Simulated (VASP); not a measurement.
Input of a VASP 6.6.1 run:

Contents of POSCAR:

```
Hf2N
1.0
    5.3131240200      0.0000000000      0.0000000000
    0.0000000000      5.3131240200      0.0000000000
    0.0000000000      0.0000000000      3.2420983900
Hf N
4 2
Direct
    0.2955363700      0.2955363700      0.0000000000
    0.7044636300      0.7044636300      0.0000000000
    0.7955363700      0.2044636300      0.5000000000
    0.2044636300      0.7955363700      0.5000000000
    0.0000000000      0.0000000000      0.0000000000
    0.5000000000      0.5000000000      0.5000000000
```

File INCAR.step1:

```
  PREC = Accurate
  ENCUT = 520
  ISMEAR = 0
  SIGMA = 0.3
  LREAL = False
  LASPH = True
  NELM = 100
  NBANDS = 34
  GGA = PE
  ALGO = Normal
  EDIFF = 1E-4
  LWAVE = True
  LCHARG = False
```

Contents of INCAR.step2:

```
  PREC = Accurate
  ENCUT = 520
  EDIFF = 1E-7
  ISMEAR = 0
  SIGMA = 0.3
  LREAL = False
  LASPH = True
  NELM = 100
  ALGO = Normal
  ISIF = 2
  LWAVE = False
  LCHARG = False
  METAGGA = R2SCAN
  LMIXTAU = True
  NBANDS = 34
  ISTART = 1
```

The input KPOINTS:

```
regular mesh
0
Gamma
  8 8 12
```

Potentials or basis: VASP PAW PBE potentials, release 64 (Hf_pv, N).

The run is started by

```console
$ cat potpaw_PBE.64/Hf_pv/POTCAR potpaw_PBE.64/N/POTCAR > POTCAR
$ cp INCAR.step1 INCAR
$ mpirun -np 1 vasp_std > vasp.out
$ cp INCAR.step2 INCAR
$ mpirun -np 1 vasp_std > vasp.out
```

Task: Estimate the pressure.

Result: 0.1 GPa.

Task: Estimate the band gap on the k mesh.

Result: Zero (bands 25 and 26 overlap by 2.77 eV).

Stress tensor (GPa, compression positive):
```
 0.09  0.00  0.00
 0.00  0.09  0.00
 0.00  0.00 -0.03
```

Caveat: so wide a smearing shifts energies and pressures; the PAW data sets were made with another functional, which shifts forces and pressure a little; spin-orbit coupling is left out, which moves the levels of the heavy elements.
